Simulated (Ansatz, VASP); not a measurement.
Rh: VASP beside Ansatz

The input INCAR:

```
ALGO = Fast ; EDIFF = 1E-7
ENCUT = 520 ; ISIF = 2
ISMEAR = 0 ; LASPH = T
LCHARG = F ; LREAL = F
LWAVE = F ; NBANDS = 38
NELM = 80 ; PREC = Accurate
SIGMA = 0.15
```

KPOINTS

```
k-points
0
Gamma
  18 18 6
```

POSCAR

```
Rh
1.0
    2.9495561967      0.0000000000      0.0000000000
   -1.4747780983      2.0481149825      0.0000000000
    0.0000000000      0.0000000000      8.6668814394
Rh
4
Direct
    0.0000000000      0.0000000000      0.0000000000
    0.3333333333      0.6666666667      0.2500000000
    0.0000000000      0.0000000000      0.5000000000
    0.6666666667      0.3333333333      0.7500000000
```

Input for Ansatz:

```yaml
crystal:
  lattice:
    - [2.9495561967, 0.0, 0.0]
    - [-1.4747780983, 2.0481149825, 0.0]
    - [0.0, 0.0, 8.6668814394]
  atoms:
    - { symbol: Rh, position: [0.0, 0.0, 0.0] }
    - { symbol: Rh, position: [0.3333333333, 0.6666666667, 0.25] }
    - { symbol: Rh, position: [0.0, 0.0, 0.5] }
    - { symbol: Rh, position: [0.6666666667, 0.3333333333, 0.75] }
basis:
  ecutwfc: 420
kpoints:
  mp_grid: { grid: [18, 18, 6] }
hamiltonian:
  xc: lda
  pseudopotentials: { kind: paw, azcp: { folder: soft_1 } }
scf:
  occupations: { method: gaussian, width: 0.15 }
output:
  forces: true
  stress: true
  eigenvalues: true
```

Change from the starting cell: strain +e along x and -e along y +0.1100, strain +e along z and -e/2 along x and y +0.0000.

Alike in both runs: task single point; functional LDA; k mesh 18 × 18 × 6; occupations gaussian, width 0.15 eV; no spin polarisation.

|  | VASP | Ansatz |
| --- | --- | --- |
| version | VASP 6.6.1 | Ansatz 0.2.0 |
| potentials or method | VASP PAW LDA potentials, release 64 (Rh_pv), cutoff 520 eV | scalar-relativistic, plane waves, PAW |
| valence electrons in the cell | 60 | 68 |

Ansatz gave:

| Quantity | Value |
| --- | --- |
| gap on the k mesh at the Fermi level (eV) | none |
| pressure (GPa) | 13.1 |
| traceless stress, the component that is largest in VASP (GPa) | 30.48 |
| rms of the force components (eV/Å) | 0.292 |

Problem. What did VASP give for the same quantities?

Solution. gap on the k mesh at the Fermi level (eV): none; pressure (GPa): 14.1; traceless stress, the component that is largest in VASP (GPa): 30.55; rms of the force components (eV/Å): 0.296.

Ansatz warns that its potentials were made for another functional, while VASP's fit it. LDA's correlation is that of Perdew and Zunger in VASP and of Perdew and Wang (1992) in Ansatz. Atom by atom the forces differ by 0.003 eV/Å (rms over components). A gap of «none» marks a metal or a gap that the smearing closes. VASP's potentials hold 60 valence electrons a cell and Ansatz's 68, so a difference there can come from the potentials and not from the codes.
